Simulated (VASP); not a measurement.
**GaN: elastic constants with PBE**

GaN:

```
Ga N
1.0
     3.21843    0.00000    0.00000
    -1.60921    2.78724    0.00000
     0.00000    0.00000    5.24308
Ga N
2 2
Direct
  0.33333 0.66667 0.99912
  0.66667 0.33333 0.49912
  0.33333 0.66667 0.37588
  0.66667 0.33333 0.87588
```

```
Program                   : VASP 6.6.1
Task                      : elastic constants
Functional                : PBE
Potentials or basis       : VASP PAW PBE potentials, release 64 (Ga_d, N)
Cutoff                    : 600 eV
k mesh                    : 12 × 12 × 6
Occupations               : gaussian, width 0.01 eV
Spin                      : no spin polarisation
Dipole correction         : no
Ions in elastic constants : relaxed
Further INCAR settings    : ALGO = Normal; EDIFF = 1e-08; IBRION = 6; POTIM = 0.015; NSW = 1; ISIF = 3
```

| Property | Result |
| --- | --- |
| Voigt bulk modulus | 171 GPa |
| Highest phonon frequency at Γ, LO-TO splitting left out | 654 cm⁻¹ |

Phonon frequencies in cm⁻¹ (negative: imaginary):
```
              q point                                frequencies
(0.000, 0.000, 0.000)  0 0 0 136 136 319 498 521 521 528 528 654
```

Elastic tensor in Voigt notation (GPa, in the Cartesian axes of the cell as first typed):
```
322 111  78   0   0   0
111 322  78   0   0   0
 78  78 356   0   0   0
  0   0   0  89   0   0
  0   0   0   0  89   0
  0   0   0   0   0 105
```

Clamped-ion elastic tensor (GPa):
```
371  87  55   0   0   0
 87 371  55   0   0   0
 55  55 400   0   0   0
  0   0   0 102   0   0
  0   0   0   0 102   0
  0   0   0   0   0 142
```

Wall time 100 min on 1 thread of Oxide Virtual Turin-like Processor, on a shared host, peak memory 0.82 GiB.
